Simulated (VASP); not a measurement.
# Ni (Pm-3m) in VASP: notebook

The runs below take Ni through single point, with r2SCAN.

Program: VASP 6.6.1. These are calculated values, not measurements. Logs are shortened: lines on timing, memory, paths and dates and some standing lists are left out, and cuts for length are marked.

### 1 The cell of the first run

Symmetry: Pm-3m, No. 221, cubic system. The conventional cell has a = 2.292 Å, b = 2.292 Å, c = 2.292 Å, α = 90.00°, β = 90.00°, γ = 90.00°. Ni (site symmetry m-3m) has 6 Ni at 2.29 Å within 3.0 Å.

### 2 Single point, r2SCAN

The input, POSCAR:

```
Ni
1.0
    2.2921012418      0.0000000000      0.0000000000
    0.0000000000      2.2921012418      0.0000000000
    0.0000000000      0.0000000000      2.2921012418
Ni
1
Direct
    0.0000000000      0.0000000000      0.0000000000
```

The input, INCAR.step1:

```
SYSTEM = Ni
PREC = Accurate ; ENCUT = 660
ISMEAR = -1 ; SIGMA = 0.1
LREAL = .False. ; LASPH = .True.
NELM = 120 ; NBANDS = 11
GGA = PE ; ALGO = Normal
EDIFF = 1E-5 ; LWAVE = .True.
LCHARG = .False. ; GGA_COMPAT = .False.
```

The input, INCAR.step2:

```
SYSTEM = Ni
PREC = Accurate ; ENCUT = 660
EDIFF = 1E-6 ; ISMEAR = -1
SIGMA = 0.1 ; LREAL = .False.
LASPH = .True. ; NELM = 120
ALGO = Normal ; ISIF = 2
LWAVE = .False. ; LCHARG = .False.
METAGGA = R2SCAN ; LMIXTAU = .True.
NBANDS = 11 ; ISTART = 1
GGA_COMPAT = .False.
```

The input, KPOINTS:

```
regular mesh
0
Gamma
  7 7 7
  0 0 0
```

Potentials or basis: VASP PAW PBE potentials, release 64 (Ni).

Launch:

```
cat potpaw_PBE.64/Ni/POTCAR > POTCAR
cp INCAR.step1 INCAR
mpirun -np 1 vasp_std > vasp.out
cp INCAR.step2 INCAR
mpirun -np 1 vasp_std > vasp.out
```

OUTCAR:

```text
SYSTEM = Ni
   PREC = Accurate
   ENCUT = 660
   EDIFF = 1E-6
   ISMEAR = -1
   LREAL = .False.
   LASPH = .True.
   NELM = 120
   ISIF = 2
   METAGGA = R2SCAN
   ISTART = 1

 ion  position               nearest neighbor table
   1  0.000  0.000  0.000-

  LATTYP: Found a simple cubic cell.
 ALAT       =     2.2921012418

  Lattice vectors:

 A1 = (   2.2921012418,   0.0000000000,   0.0000000000)
 A2 = (   0.0000000000,   2.2921012418,   0.0000000000)
 A3 = (   0.0000000000,   0.0000000000,   2.2921012418)

Analysis of symmetry for initial positions (statically):
=====================================================================
 Subroutine PRICEL returns:
 Original cell was already a primitive cell.

 Routine SETGRP: Setting up the symmetry group for a
 simple cubic supercell.

 Subroutine GETGRP returns: Found 48 space group operations
 (whereof 48 operations were pure point group operations)
 out of a pool of 48 trial point group operations.

The static configuration has the point symmetry O_h .

Analysis of symmetry for dynamics (positions and initial velocities):
=====================================================================
 Subroutine PRICEL returns:
 Original cell was already a primitive cell.

 Routine SETGRP: Setting up the symmetry group for a
 simple cubic supercell.

 Subroutine GETGRP returns: Found 48 space group operations
 (whereof 48 operations were pure point group operations)
 out of a pool of 48 trial point group operations.

The dynamic configuration has the point symmetry O_h .

 Subroutine INISYM returns: Found 48 space group operations
 (whereof 48 operations are pure point group operations),
 and found     1 'primitive' translations

----------------------------------------------------------------------------------------

                                     Primitive cell

  volume of cell :      12.0421

  direct lattice vectors                    reciprocal lattice vectors
     2.292101242  0.000000000  0.000000000     0.436280903  0.000000000  0.000000000
     0.000000000  2.292101242  0.000000000     0.000000000  0.436280903  0.000000000
     0.000000000  0.000000000  2.292101242     0.000000000  0.000000000  0.436280903

  length of vectors
     2.292101242  2.292101242  2.292101242     0.436280903  0.436280903  0.436280903

  position of ions in fractional coordinates (direct lattice)
     0.000000000  0.000000000  0.000000000

  ion indices of the primitive-cell ions
[... 74 lines left out ...]
   NFREE  =      0    steps in history (QN), initial steepest desc. (CG)
   ISIF   =      2    stress and relaxation
   ISYM   =      2    0-nonsym 1-usesym 2-fastsym
   POTIM  = 0.5000    time-step for ionic-motion
   TEBEG  =    0.0;   TEEND  =   0.0 temperature during run
   PSTRESS=    0.0 pullay stress
   NELECT =      10.0000    total number of electrons
   NUPDOWN=      -1.0000    fix difference up-down
   EMIN   =  10.00;   EMAX   =-10.00  energy-range for DOS
   EFERMI =   0.00;   METHOD = LEGACY
   ISMEAR =    -1;   SIGMA  =   0.10  broadening in eV -4-tet -1-fermi 0-gaus
   EFERMI_NEDOS =   21; number of points for ismear=-14 and -15
   IALGO  =     38    algorithm
   IMIX   =      4    mixing-type and parameters
     AMIX     =   0.40;   BMIX     =  1.00
     AMIX_MAG =   1.60;   BMIX_MAG =  1.00
  volume/ion in A,a.u.               =      12.04        81.26
  Fermi-wavevector in a.u.,A,eV,Ry     =   1.538772  2.907858 32.216151  2.367820
  Thomas-Fermi vector in A             =   2.645094
   LORBIT       =      0    0 simple, 1 ext, 2 COOP (PROOUT), +10 PAW based schemes
   METAGGA = R2SCAN    functional components
   LHFCALC =     F    Hartree Fock is set to
   AEXX    =    0.0000 exact exchange contribution
   IVDW    =     0    specifies the selected vdW correction
   LEPSILON=     F    determine dielectric tensor
   LRPA    =     F    only Hartree local field effects (RPA)
 non-spin polarized calculation
  energy-cutoff  :      660.00
  volume of cell :       12.04
 maximum number of plane-waves:       474
 NGX is ok and might be reduce to    20
   NGX =  9   NGY =  9   NGZ =  9

 number of electron      10.0000008 magnetization

 Free energy of the ion-electron system (eV)
  ---------------------------------------------------
  ext. energy  EPLUGINS =         0.00000000
  ---------------------------------------------------
  free energy    TOTEN  =       -11.19934383 eV

  energy without entropy =      -11.14535984  energy(sigma->0) =      -11.17235184

 E-fermi :   7.8219     XC(G=0): -13.4485

 val. band max:        7.7170108672   @ k =   0.4286   0.1429   0.0000
 cond. band min:       7.8241438983   @ k =   0.0000   0.0000   0.0000
 fundamental gap:      0.1071330311
 Fermi energy:         7.8218894825

 k-point     1 :       0.0000    0.0000    0.0000
  band No.  band energies     occupation
      1      -0.6008      2.00000
      2       4.2748      2.00000
      3       4.2748      2.00000
      4       7.8241      0.98873
      5       7.8241      0.98871
      6       7.8241      0.98871
      7      28.8383      0.00000
      8      28.8383      0.00000
      9      28.8383      0.00000
     10      32.5729      0.00000
     11      32.5729      0.00000
[... 253 lines left out ...]
 k-point    20 :       0.4286    0.4286    0.4286
  band No.  band energies     occupation
      1       4.5454      2.00000
      2       4.7540      2.00000
      3       4.7540      2.00000
      4       8.4635      0.00326
      5       8.4635      0.00326
      6      17.5114      0.00000
      7      20.5639      0.00000
      8      20.5639      0.00000
      9      22.6574      0.00000
     10      27.0612      0.00000
     11      27.0612      0.00000

------------------------ aborting loop because EDIFF is reached ----------------------------------------

  FORCE on cell =-STRESS in cart. coord.  units (eV):
  Direction    XX          YY          ZZ          XY          YZ          ZX
  --------------------------------------------------------------------------------------
  -------------------------------------------------------------------------------------
  Total       -0.0150375     -0.0150375     -0.0150375      0.0000000     -0.0000000     -0.0000000
  in kB       -2.0007163     -2.0007163     -2.0007163      0.0000000     -0.0000000     -0.0000000
  external PRESSURE =      -2.0007163 kB  Pullay stress =       0.0000000 kB

 VOLUME and BASIS-vectors are now :
 -----------------------------------------------------------------------------
  energy-cutoff  :      660.00
  volume of cell :       12.04
      direct lattice vectors                 reciprocal lattice vectors
     2.292101242  0.000000000  0.000000000     0.436280903  0.000000000  0.000000000
     0.000000000  2.292101242  0.000000000     0.000000000  0.436280903  0.000000000
     0.000000000  0.000000000  2.292101242     0.000000000  0.000000000  0.436280903

 POSITION                                       TOTAL-FORCE (eV/Angst)
 -----------------------------------------------------------------------------------
      0.00000      0.00000      0.00000         0.000000      0.000000      0.000000
 -----------------------------------------------------------------------------------
    total drift:                               -0.000000      0.000000      0.000000

  FREE ENERGIE OF THE ION-ELECTRON SYSTEM (eV)
  ---------------------------------------------------
  free  energy   TOTEN  =       -11.1993438348 eV

  energy  without entropy=      -11.1453598366  energy(sigma->0) =      -11.17235184
```

It took 32 s on 1 thread of Intel Xeon 8259CL, shared host; peak memory 0.12 GiB.

Results:

```
Free energy            : -11.1993 eV
Pressure               : -0.2 GPa
Band gap on the k mesh : zero (band 5 reaches 8.46 eV, above the bottom of band 6 at 7.26 eV)
```

Caveat: the k points lie up to 0.39 Å⁻¹ apart; the PAW data sets were made with another functional, which shifts forces and pressure a little; the run has no spin polarisation, though such a crystal can be magnetic. Spin polarisation is off, so any magnetic state and its effect on volume and gap are missing.

### 3 Single point, r2SCAN, collinear spin, ferromagnetic start

This run uses another cell than the first one, of 12.25 Å³/atom, 1.017 times its volume.

The input, POSCAR:

```
Ni
1.0
    2.3052625428      0.0000000000      0.0000000000
    0.0000000000      2.3052625428      0.0000000000
    0.0000000000      0.0000000000      2.3052625428
Ni
1
Direct
    0.0000000000      0.0000000000      0.0000000000
```

The input, INCAR.step1:

```
PREC     = Accurate       # precision mode
ENCUT    = 660            # plane-wave cutoff, eV
ISMEAR   = -1             # smearing method
SIGMA    = 0.1            # smearing width, eV
LREAL    = False          # projectors in reciprocal space
LASPH    = True           # aspherical terms in the spheres
NELM     = 200            # most SCF steps
ISPIN    = 2              # spin polarisation
MAGMOM   = 0.884          # initial moments
LMAXMIX  = 4              # l up to which the mixer works
NBANDS   = 15             # bands
GGA      = PE             # functional
ALGO     = Normal         # electronic algorithm
EDIFF    = 1E-5           # SCF threshold, eV
LWAVE    = True           # write WAVECAR
LCHARG   = False          # write CHGCAR
GGA_COMPAT= False
```

The input, INCAR.step2:

```
PREC     = Accurate       # precision mode
ENCUT    = 660            # plane-wave cutoff, eV
EDIFF    = 1E-6           # SCF threshold, eV
ISMEAR   = -1             # smearing method
SIGMA    = 0.1            # smearing width, eV
LREAL    = False          # projectors in reciprocal space
LASPH    = True           # aspherical terms in the spheres
NELM     = 200            # most SCF steps
ALGO     = Normal         # electronic algorithm
ISIF     = 2              # what is computed and relaxed
LWAVE    = False          # write WAVECAR
LCHARG   = False          # write CHGCAR
ISPIN    = 2              # spin polarisation
MAGMOM   = 0.884          # initial moments
LORBIT   = 11             # projections on sites
LMAXMIX  = 4              # l up to which the mixer works
METAGGA  = R2SCAN         # meta-GGA
LMIXTAU  = True         
NBANDS   = 15             # bands
ISTART   = 1            
GGA_COMPAT= False
```

The input, KPOINTS:

```
Automatic mesh
0
Gamma
  7 7 7
```

Potentials or basis: VASP PAW PBE potentials, release 64 (Ni).

Launch:

```
cat potpaw_PBE.64/Ni/POTCAR > POTCAR
cp INCAR.step1 INCAR
mpirun -np 1 vasp_std > vasp.out
cp INCAR.step2 INCAR
mpirun -np 1 vasp_std > vasp.out
```

It took 7.3 min on 1 thread of AMD EPYC 7R13, shared host; peak memory 0.11 GiB.

The run converged. Its results:

```
Free energy                                           : -11.1974 eV
Pressure                                              : -3.1 GPa
Band gap on the k mesh                                : zero (filled and empty bands overlap)
Net moment                                            : 0.00 μB per cell
Valence electrons inside the program's atomic spheres : Ni 9.35
```

Levels at points of the mesh, in eV from the Fermi level:
Spin up:
```tsv
k point	band 3	band 4	band 5	band 6	band 7	band 8
(0.00, 0.00, 0.00)	-3.46	0.00	0.00	0.00	20.80	20.80
```
Spin down:
```csv
k point,band 1,band 2,band 3,band 4,band 5,band 6,band 7,band 8,band 9,band 10
"(0.00, 0.00, 0.00)",-8.30,-3.46,-3.46,0.00,0.00,0.00,20.80,20.80,20.80,24.49
```

Caveat: the k points lie up to 0.39 Å⁻¹ apart; the PAW data sets were made with another functional, which shifts forces and pressure a little.
